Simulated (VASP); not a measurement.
# Ni: single point with LDA

Crystal: Ni.

```xyz
2
Lattice="0.0000 2.4682 2.4682 2.4682 0.0000 2.4682 2.4682 2.4682 0.0000" Properties=species:S:1:pos:R:3 pbc="T T T"
Ni    0.6170    0.6170    0.6170
Ni    4.3193    4.3193    4.3193
```

- Program: VASP 6.6.1
- Task: single point
- Functional: LDA
- Potentials or basis: VASP PAW LDA potentials, release 64 (Ni)
- Cutoff: 520 eV
- k mesh: 12 × 12 × 12
- Occupations: fermi-dirac, width 0.1 eV
- Spin: no spin polarisation
- Dipole correction: no
- Further INCAR settings: ALGO = Normal; EDIFF = 1e-07; NBANDS = 17

| Item | Value |
| --- | --- |
| Pressure | -0.2 GPa |
| Band gap on the k mesh | zero (band 10 reaches 5.26 eV, above the bottom of band 11 at 4.92 eV) |

Levels at points of the mesh, in eV from the Fermi level:
| k point | band 7 | band 8 | band 9 | band 10 | band 11 | band 12 | band 13 | band 14 |
| --- | --- | --- | --- | --- | --- | --- | --- | --- |
| (0.00, 0.00, 0.00) | -1.23 | -1.23 | -1.23 | -0.08 | -0.08 | 12.76 | 12.76 | 12.76 |
| (0.50, 0.00, 0.00) | -1.49 | -0.83 | -0.83 | -0.25 | -0.25 | 1.02 | 9.28 | 9.28 |
| (0.50, 0.50, 0.00) | -1.46 | -1.46 | -0.10 | -0.10 | 1.50 | 1.50 | 4.78 | 4.78 |

Wall time 16 s on 1 thread of Intel(R) Xeon(R) 6975P-C (Granite Rapids), on a shared host, peak memory 0.15 GiB.

Caveat: the run has no spin polarisation, though such a crystal can be magnetic. Spin polarisation is off, so any magnetic state and its effect on volume and gap are missing.
